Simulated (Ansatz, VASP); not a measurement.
## CuSb: VASP beside Ansatz

```
Cu Sb
1.0
     0.00000    2.90014    2.90014
     2.90014    0.00000    2.90014
     2.90014    2.90014    0.00000
Cu Sb
1 1
Direct
  0.00000 0.00000 0.00000
  0.25000 0.25000 0.25000
```

Alike in both runs: task single point; functional revPBE; k mesh 10 × 10 × 10; occupations gaussian, width 0.05 eV; no spin polarisation.

|  | VASP | Ansatz |
| --- | --- | --- |
| version | VASP 6.6.1 | Ansatz 0.2.0 |
| potentials or method | VASP PAW PBE potentials, release 64 (Cu, Sb), cutoff 600 eV | scalar-relativistic, plane waves, PAW |
| valence electrons in the cell | 16 | 34 |

```csv
,VASP,Ansatz,Ansatz less VASP
pressure (GPa),3.6,3.5,-0.07
```

VASP's potentials were made for PBE, not for revPBE. The functional is the same, so the differences come from potentials, cutoffs and numerics. VASP's potentials hold 16 valence electrons a cell and Ansatz's 34, so a difference there can come from the potentials and not from the codes.

Neither program's run includes spin-orbit coupling.
